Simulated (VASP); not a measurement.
# V (P6_3/mmc) in VASP: single point with PBE

Aim: the single point of V with PBE.

All numbers are computed with VASP 6.6.1; they aren't measurements. Logs are shortened: lines on timing, memory, paths and dates and some standing lists are left out, and cuts for length are marked.

## 1. The cell of the first run

Symmetry: P6_3/mmc, No. 194, hexagonal system. Conventional cell: a = 2.540 Å, b = 2.540 Å, c = 4.556 Å, α = 90.00°, β = 90.00°, γ = 120.00°. V (site symmetry -6m2) has 12 V at 2.54 to 2.71 Å within 3.4 Å.

This isn't the form of V at room conditions, which is bcc.

## 2. Single point, PBE, collinear spin, ferromagnetic start (12.73 Å³/atom)

INCAR

```
SYSTEM = V
PREC     = Accurate       ! precision mode
ENCUT    = 520            ! plane-wave cutoff, eV
EDIFF    = 1E-6           ! SCF threshold, eV
ISMEAR   = -1             ! smearing method
SIGMA    = 0.05           ! smearing width, eV
LREAL    = .FALSE.        ! projectors in reciprocal space
LASPH    = .TRUE.         ! aspherical terms in the spheres
NELM     = 150            ! most SCF steps
ALGO     = Normal         ! electronic algorithm
ISIF     = 2              ! what is computed and relaxed
LWAVE    = .FALSE.        ! write WAVECAR
LCHARG   = .FALSE.        ! write CHGCAR
ISPIN    = 2              ! spin polarisation
MAGMOM   = 1 1            ! initial moments
LORBIT   = 11             ! projections on sites
LMAXMIX  = 4              ! l up to which the mixer works
GGA      = PE             ! functional
NBANDS   = 24             ! bands
```

KPOINTS

```
regular mesh
0
G
  23 23 11
  0 0 0
```

POSCAR

```
V
1.0
    2.5401044605      0.0000000000      0.0000000000
   -1.2700522302      2.1997949910      0.0000000000
    0.0000000000      0.0000000000      4.5559575792
V
2
Direct
    0.3333333333      0.6666666667      0.2500000000
    0.6666666667      0.3333333333      0.7500000000
```

Potentials or basis: VASP PAW PBE potentials, release 64 (V_sv).

Started as:

```console
cat potpaw_PBE.64/V_sv/POTCAR > POTCAR
mpirun -np 1 vasp_std > vasp.out
```

OUTCAR:

```text
SYSTEM = V
   PREC = Accurate
   ENCUT = 520
   EDIFF = 1E-6
   ISMEAR = -1
   LREAL = .FALSE.
   LASPH = .TRUE.
   NELM = 150
   ISIF = 2
   ISPIN = 2
   LORBIT = 11
   GGA = PE

 ion  position               nearest neighbor table
   1  0.333  0.667  0.250-   2 2.71   2 2.71   2 2.71   2 2.71   2 2.71   2 2.71
   2  0.667  0.333  0.750-   1 2.71   1 2.71   1 2.71   1 2.71   1 2.71   1 2.71

  LATTYP: Found a hexagonal cell.
 ALAT       =     2.5401044605
 C/A-ratio  =     1.7936103220

  Lattice vectors:

 A1 = (   2.5401044605,   0.0000000000,   0.0000000000)
 A2 = (  -1.2700522302,   2.1997949910,   0.0000000000)
 A3 = (   0.0000000000,   0.0000000000,   4.5559575792)

Analysis of symmetry for initial positions (statically):
=====================================================================
 Subroutine PRICEL returns:
 Original cell was already a primitive cell.

 Routine SETGRP: Setting up the symmetry group for a
 hexagonal supercell.

 Subroutine GETGRP returns: Found 24 space group operations
 (whereof 12 operations were pure point group operations)
 out of a pool of 24 trial point group operations.

The static configuration has the point symmetry D_3d.
 The point group associated with its full space group is D_6h.

Analysis of symmetry for dynamics (positions and initial velocities):
=====================================================================
 Subroutine PRICEL returns:
 Original cell was already a primitive cell.

 Routine SETGRP: Setting up the symmetry group for a
 hexagonal supercell.

 Subroutine GETGRP returns: Found 24 space group operations
 (whereof 12 operations were pure point group operations)
 out of a pool of 24 trial point group operations.

The dynamic configuration has the point symmetry D_3d.
 The point group associated with its full space group is D_6h.

Analysis of structural, dynamic, and magnetic symmetry:
=====================================================================
 Subroutine PRICEL returns:
 Original cell was already a primitive cell.

 Routine SETGRP: Setting up the symmetry group for a
 hexagonal supercell.

 Subroutine GETGRP returns: Found 24 space group operations
 (whereof 12 operations were pure point group operations)
 out of a pool of 24 trial point group operations.

The overall configuration has the point symmetry D_3d.
 The point group associated with its full space group is D_6h.

 Subroutine INISYM returns: Found 24 space group operations
 (whereof 12 operations are pure point group operations),
 and found     1 'primitive' translations

----------------------------------------------------------------------------------------

                                     Primitive cell

  volume of cell :      25.4574

  direct lattice vectors                    reciprocal lattice vectors
     2.540104460  0.000000000  0.000000000     0.393684597  0.227293908  0.000000000
    -1.270052230  2.199794991  0.000000000     0.000000000  0.454587816  0.000000000
     0.000000000  0.000000000  4.555957579     0.000000000  0.000000000  0.219492825

  length of vectors
     2.540104460  2.540104460  4.555957579     0.454587816  0.454587816  0.219492825

  position of ions in fractional coordinates (direct lattice)
     0.333333333  0.666666667  0.250000000
     0.666666667  0.333333333  0.750000000

  ion indices of the primitive-cell ions
   primitive index   ion index
                 1           1
                 2           2

----------------------------------------------------------------------------------------

 KPOINTS: regular mesh

Automatic generation of k-mesh.
 Grid dimensions read from file:
 generate k-points for:   23   23   11

 Generating k-lattice:

  Cartesian coordinates                     Fractional coordinates (reciprocal lattice)
     0.017116722  0.009882344  0.000000000     0.043478261  0.000000000  0.000000000
     0.000000000  0.019764688  0.000000000     0.000000000  0.043478261  0.000000000
     0.000000000  0.000000000  0.019953893     0.000000000  0.000000000  0.090909091

  Length of vectors
     0.019764688  0.019764688  0.019953893

  Shift w.r.t. Gamma in fractional coordinates (k-lattice)
     0.000000000  0.000000000  0.000000000

 Subroutine IBZKPT returns following result:
 ===========================================

 Found    336 irreducible k-points:

 Following reciprocal coordinates:
            Coordinates               Weight
  0.000000  0.000000  0.000000      1.000000
  0.043478 -0.000000  0.000000      6.000000
  0.086957 -0.000000  0.000000      6.000000
  0.130435  0.000000  0.000000      6.000000
  0.173913 -0.000000  0.000000      6.000000
  0.217391  0.000000  0.000000      6.000000
[... 16 lines left out ...]
  0.478261  0.043478  0.000000      6.000000
  0.086957  0.086957  0.000000      6.000000
 [... further k-points ...]
   k-points           NKPTS =    336   k-points in BZ     NKDIM =    336   number of bands    NBANDS=     24
   number of dos      NEDOS =    301   number of ions     NIONS =      2
   total plane-waves  NPLWV =  14400
   dimension x,y,z NGX =    20 NGY =   20 NGZ =   36
   dimension x,y,z NGXF=    40 NGYF=   40 NGZF=   72
   ions per type =               2
   NGX,Y,Z   is equivalent  to a cutoff of  13.09, 13.09, 13.14 a.u.
   NGXF,Y,Z  is equivalent  to a cutoff of  26.18, 26.18, 26.27 a.u.
 SYSTEM =  V
   PREC   = accura    normal or accurate (medium, high low for compatibility)
   ISTART =      0    job   : 0-new  1-cont  2-samecut
   ICHARG =      2    charge: 1-file 2-atom 10-const
   ISPIN  =      2    spin polarized calculation?
   LNONCOLLINEAR =      F non collinear calculations
   LSORBIT =      F    spin-orbit coupling
   LASPH  =      T    aspherical Exc in radial PAW
   ENCUT  =  520.0 eV  38.22 Ry    6.18 a.u.   4.72  4.72  8.47*2*pi/ulx,y,z
   NELM   =    150;   NELMIN=  2; NELMDL= -5     # of ELM steps
   EDIFF  = 0.1E-05   stopping-criterion for ELM
   LREAL  =      F    real-space projection
   EDIFFG = 0.1E-04   stopping-criterion for IOM
   NSW    =      0    number of steps for IOM
   IBRION =     -1    ionic relax: 0-MD 1-quasi-New 2-CG
   NFREE  =      0    steps in history (QN), initial steepest desc. (CG)
   ISIF   =      2    stress and relaxation
   ISYM   =      2    0-nonsym 1-usesym 2-fastsym
   POTIM  = 0.5000    time-step for ionic-motion
   TEBEG  =    0.0;   TEEND  =   0.0 temperature during run
   PSTRESS=    0.0 pullay stress
   NELECT =      26.0000    total number of electrons
   NUPDOWN=      -1.0000    fix difference up-down
   EMIN   =  10.00;   EMAX   =-10.00  energy-range for DOS
   EFERMI =   0.00;   METHOD = LEGACY
   ISMEAR =    -1;   SIGMA  =   0.05  broadening in eV -4-tet -1-fermi 0-gaus
   EFERMI_NEDOS =   21; number of points for ismear=-14 and -15
   IALGO  =     38    algorithm
   IMIX   =      4    mixing-type and parameters
     AMIX     =   0.40;   BMIX     =  1.00
     AMIX_MAG =   1.60;   BMIX_MAG =  1.00
  volume/ion in A,a.u.               =      12.73        85.90
  Fermi-wavevector in a.u.,A,eV,Ry     =   1.648649  3.115494 36.981214  2.718043
  Thomas-Fermi vector in A             =   2.737902
   LORBIT       =     11    0 simple, 1 ext, 2 COOP (PROOUT), +10 PAW based schemes
   GGA     = PE    functional components
   LHFCALC =     F    Hartree Fock is set to
   AEXX    =    0.0000 exact exchange contribution
   IVDW    =     0    specifies the selected vdW correction
   LEPSILON=     F    determine dielectric tensor
   LRPA    =     F    only Hartree local field effects (RPA)
 spin polarized calculation
  energy-cutoff  :      520.00
  volume of cell :       25.46
 maximum number of plane-waves:       701
 NGX is ok and might be reduce to    20
   NGX =  9   NGY =  9   NGZ = 17

 number of electron      25.9999988 magnetization       0.0805079

 number of electron      25.9999988 magnetization      -0.0004919

 Free energy of the ion-electron system (eV)
  ---------------------------------------------------
  ext. energy  EPLUGINS =         0.00000000
  ---------------------------------------------------
  free energy    TOTEN  =       -17.37792985 eV

  energy without entropy =      -17.35248919  energy(sigma->0) =      -17.36520952

 E-fermi :  10.8140     XC(G=0): -13.1987

 val. band max:       10.8138200481   @ k =   0.1739   0.1304   0.1818
 cond. band min:      10.8140003169   @ k =   0.1739   0.1304   0.1818
 fundamental gap:      0.0001802688
 Fermi energy:        10.8139507141

 spin component 1

 k-point     1 :       0.0000    0.0000    0.0000
  band No.  band energies     occupation
      1     -53.1541      1.00000
      2     -52.9941      1.00000
      3     -27.3465      1.00000
      4     -26.4801      1.00000
      5     -26.3605      1.00000
      6     -26.3605      1.00000
[... 16 lines left out ...]
     23      29.4282      0.00000
     24      31.8747      0.00000
[... 598 lines left out ...]
      2     -52.9576      1.00000
      3     -27.2683      1.00000
      4     -26.5765      1.00000
      5     -26.5263      1.00000
      6     -26.4877      1.00000
[... 16 lines left out ...]
     23      30.3840      0.00000
     24      30.5970      0.00000

 [... further k-points ...]

 spin component 2

 k-point     1 :       0.0000    0.0000    0.0000
  band No.  band energies     occupation
      1     -53.1543      1.00000
      2     -52.9943      1.00000
      3     -27.3467      1.00000
      4     -26.4803      1.00000
      5     -26.3607      1.00000
      6     -26.3607      1.00000
[... 16 lines left out ...]
     23      29.4281      0.00000
     24      31.8746      0.00000
[... 598 lines left out ...]
      2     -52.9578      1.00000
      3     -27.2685      1.00000
      4     -26.5767      1.00000
      5     -26.5265      1.00000
      6     -26.4878      1.00000
[... 16 lines left out ...]
     23      30.3840      0.00000
     24      30.5969      0.00000

 [... further k-points ...]
[... 5 lines left out ...]
  --------------------------------------------------------------------------------------
  -------------------------------------------------------------------------------------
  Total        2.7337994      2.7337994      2.7610410      0.0000000      0.0000000      0.0000000
  in kB      172.0535989    172.0535989    173.7680688      0.0000000      0.0000000      0.0000000
  external PRESSURE =     172.6250888 kB  Pullay stress =       0.0000000 kB

 VOLUME and BASIS-vectors are now :
 -----------------------------------------------------------------------------
  energy-cutoff  :      520.00
  volume of cell :       25.46
      direct lattice vectors                 reciprocal lattice vectors
     2.540104460  0.000000000  0.000000000     0.393684597  0.227293908  0.000000000
    -1.270052230  2.199794991  0.000000000     0.000000000  0.454587816  0.000000000
     0.000000000  0.000000000  4.555957579     0.000000000  0.000000000  0.219492825

 POSITION                                       TOTAL-FORCE (eV/Angst)
 -----------------------------------------------------------------------------------
     -0.00000      1.46653      1.13899        -0.000000      0.000000      0.000000
      1.27005      0.73326      3.41697         0.000000     -0.000000      0.000000
 -----------------------------------------------------------------------------------
    total drift:                               -0.000000      0.000000     -0.000000

  FREE ENERGIE OF THE ION-ELECTRON SYSTEM (eV)
  ---------------------------------------------------
  free  energy   TOTEN  =       -17.3779298539 eV

  energy  without entropy=      -17.3524891901  energy(sigma->0) =      -17.36520952

 total charge

# of ion       s       p       d       tot
------------------------------------------
    1        2.369   6.239   3.169  11.777
    2        2.369   6.239   3.169  11.777
--------------------------------------------------
tot          4.737  12.478   6.338  23.553

 magnetization (x)

# of ion       s       p       d       tot
------------------------------------------
    1       -0.000  -0.000  -0.000  -0.000
    2       -0.000  -0.000  -0.000  -0.000
--------------------------------------------------
tot         -0.000  -0.000  -0.000  -0.000
```

Run time: 2.3 min. Hardware: 1 thread of Intel Xeon 6975P-C (Granite Rapids), shared host; peak memory 0.36 GiB.

What came out:

```
Free energy                                           : -17.3779 eV
Pressure                                              : 17.3 GPa
Band gap on the k mesh                                : zero (filled and empty bands overlap)
Net moment                                            : 0.00 μB per cell
Valence electrons inside the program's atomic spheres : V 11.78
```

Stress tensor (GPa, compression positive):
```
17.21  0.00  0.00
 0.00 17.21  0.00
 0.00  0.00 17.38
```

Caveat: the cell stands under pressure; the moments typed at the start vanished in this run.
